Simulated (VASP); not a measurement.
A run of VASP 6.6.1 is set up as follows.

The input INCAR:

```
ALGO = Normal
EDIFF = 1E-6
ENCUT = 500
GGA = PE
GGA_COMPAT = F
ISIF = 2
ISMEAR = 0
LASPH = T
LCHARG = T
LELF = T
LREAL = F
LVHAR = T
LWAVE = F
NBANDS = 48
NELM = 120
PREC = Accurate
SIGMA = 0.1
```

The input KPOINTS:

```
k-points
0
Gamma
  10 4 10
```

File POSCAR:

```
HfSi2
1.0
    3.6088842324      0.0000000000      0.0000000000
    0.0000000000     14.3001601080      0.0000000000
    0.0000000000      0.0000000000      3.7054733184
Hf Si
4 8
Direct
    0.0000000000      0.1046652854      0.2500000000
    0.5000000000      0.3953347146      0.7500000000
    0.5000000000      0.6046652854      0.2500000000
    0.0000000000      0.8953347146      0.7500000000
    0.0000000000      0.4452838214      0.2500000000
    0.5000000000      0.0547161786      0.7500000000
    0.5000000000      0.2506045679      0.2500000000
    0.0000000000      0.2493954321      0.7500000000
    0.5000000000      0.9452838214      0.2500000000
    0.0000000000      0.5547161786      0.7500000000
    0.0000000000      0.7506045679      0.2500000000
    0.5000000000      0.7493954321      0.7500000000
```

Potentials or basis: VASP PAW PBE potentials, release 64 (Hf_pv, Si).

Command:

```bash
$ cat potpaw_PBE.64/Hf_pv/POTCAR potpaw_PBE.64/Si/POTCAR > POTCAR
$ mpirun -np 1 vasp_std > vasp.out
```

(1) Estimate the largest force.

(2) Estimate the pressure.

## Answers

(1) 0.021 eV/Å.

(2) 3.5 GPa.

Caveat: the cell differs from its parent crystal (biaxial strain in the a-b plane: -2.0 %, then relaxed in part); the stress differs along the axes, from -0 to 6 GPa.
